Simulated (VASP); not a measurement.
Wanted: the native input for a VASP 6.6.1 run.

| Item | Value |
| --- | --- |
| Task | relaxation of shape and atoms at fixed volume |
| Functional | PBEsol |
| Potentials or basis | VASP PAW PBE potentials, release 64 (Sc_sv) |
| Cutoff | 600 eV |
| k mesh | 15 × 15 × 8 |
| Occupations | fermi-dirac, width 0.1 eV |
| Spin | no spin polarisation |
| Dipole correction | no |
| Further INCAR settings | ALGO = Normal; EDIFF = 1e-06; IBRION = 2; EDIFFG = -0.005; NSW = 50; ISIF = 4 |

The structure of Sc lies in POSCAR:

```
Sc
1.0
    2.6002256709      0.0000000000      0.0000000000
   -1.3001128354      2.2518614865      0.0000000000
    0.0000000000      0.0000000000      4.0519311844
Sc
2
Direct
    0.3333333333      0.6666666667      0.2500000000
    0.6666666667      0.3333333333      0.7500000000
```

The input as run:

INCAR

```
ALGO = Normal
EDIFF = 1E-6
EDIFFG = -0.005
ENCUT = 600
GGA = PS
IBRION = 2
ISIF = 4
ISMEAR = -1
LASPH = T
LCHARG = F
LREAL = F
LWAVE = F
NELM = 100
NSW = 50
PREC = Accurate
SIGMA = 0.1
```

KPOINTS

```
k-points
0
Gamma
  15 15 8
```

Potentials or basis: VASP PAW PBE potentials, release 64 (Sc_sv).

Run with:

```sh
$ cat potpaw_PBE.64/Sc_sv/POTCAR > POTCAR
$ mpirun -np 1 vasp_std > vasp.out
```

Results of the run:

```yaml
Energy_gained_by_relaxing: 11.3 meV/atom
Ionic_steps: 4
Pressure_after_relaxing: 103.1 GPa
Band_gap_on_the_k_mesh: zero (band 11 reaches 11.02 eV, above the bottom of band 12 at 8.26 eV)
```

Caveat: the PAW data sets were made with another functional, which shifts forces and pressure a little.

It took 100 s on 1 thread of Intel Xeon 6975P-C, on a shared host, peak memory 0.19 GiB.
